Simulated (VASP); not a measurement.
Wanted: the native input for a VASP 6.6.1 run.

```yaml
Task: single point
Functional: PBEsol
Potentials_or_basis: VASP PAW PBE potentials, release 64 (Mn_sv, S)
Cutoff: 600 eV
k_mesh: 7 × 7 × 7
Occupations: fermi-dirac, width 0.05 eV
Spin: collinear spin, ferromagnetic start
Starting_moments: "[5.0, 0.0] μB"
Fixed_moment: 5 μB
Dipole_correction: no
Further_INCAR_settings: ALGO = Normal; EDIFF = 1e-06; NBANDS = 22
```

The structure of MnS lies in POSCAR:

```
MnS
1.0
    0.0000000000      2.6045000000      2.6045000000
    2.6045000000      0.0000000000      2.6045000000
    2.6045000000      2.6045000000      0.0000000000
Mn S
1 1
Direct
    0.0000000000      0.0000000000      0.0000000000
    0.5000000000      0.5000000000      0.5000000000
```

One way to write it, as run:

INCAR

```
PREC = Accurate
ENCUT = 600
EDIFF = 1E-6
ISMEAR = -1
SIGMA = 0.05
LREAL = F
LASPH = T
NELM = 200
ALGO = Normal
ISIF = 2
LWAVE = F
LCHARG = T
ISPIN = 2
MAGMOM = 5 0
LORBIT = 11
NUPDOWN = 5.0
LMAXMIX = 4
GGA = PS
LELF = T
LVHAR = T
NBANDS = 22
GGA_COMPAT = F
```

KPOINTS

```
Automatic mesh
0
Gamma
  7 7 7
```

Potentials or basis: VASP PAW PBE potentials, release 64 (Mn_sv, S).

Run with:

```sh
$ cat potpaw_PBE.64/Mn_sv/POTCAR potpaw_PBE.64/S/POTCAR > POTCAR
$ mpirun -np 1 vasp_std > vasp.out
```

Results of the run:

```yaml
Pressure: -3.9 GPa
Net_moment: 5.00 μB per cell
Site_moments: Mn +4.19; S +0.16 μB
Valence_electrons_inside_the_program's_atomic_spheres: Mn 12.77; S 3.72
```

Caveat: the cell stands under tension; the PAW data sets were made with another functional, which shifts forces and pressure a little; the total moment is fixed, so each spin has its own Fermi level; a cell with one magnetic atom can't hold antiferromagnetic order, which such compounds often take.

It took 33 s on 1 thread of AMD EPYC 7R13 Processor (Zen 3), on a shared host, peak memory 0.17 GiB.
